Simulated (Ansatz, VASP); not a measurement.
# One calculation of GeSBr, two programs

```
CELL_PARAMETERS angstrom
4.25484 0.00000 0.00000
0.00000 4.25484 0.00000
0.00000 0.00000 8.07782
ATOMIC_POSITIONS crystal
Br 0.75000 0.25000 0.00000
Br 0.25000 0.75000 0.00000
Ge 0.25000 0.25000 0.23700
Ge 0.75000 0.75000 0.76300
S 0.25000 0.25000 0.65200
S 0.75000 0.75000 0.34800
```

Alike in both runs: task single point; functional PBE; k mesh 8 × 8 × 4; no spin polarisation.

```csv
,VASP,Ansatz
version,VASP 6.6.1,Ansatz 0.2.0
potentials or method,"VASP PAW PBE potentials, release 64 (Br, Ge_d, S), cutoff 520 eV",PAW plane waves
occupations,"fermi-dirac, width 0.1 eV",fermi-dirac
valence electrons in the cell,54,54
```

|  | VASP | Ansatz | Ansatz less VASP |
| --- | --- | --- | --- |
| pressure (GPa) | -0.2 | -0.1 | +0.01 |
| traceless stress, the component that is largest in VASP (GPa) | -0.37 | -0.40 | -0.030 |
| rms of the force components (eV/Å) | 0.410 | 0.407 | -0.0027 |

Atom by atom the forces differ by 0.003 eV/Å (rms over components).
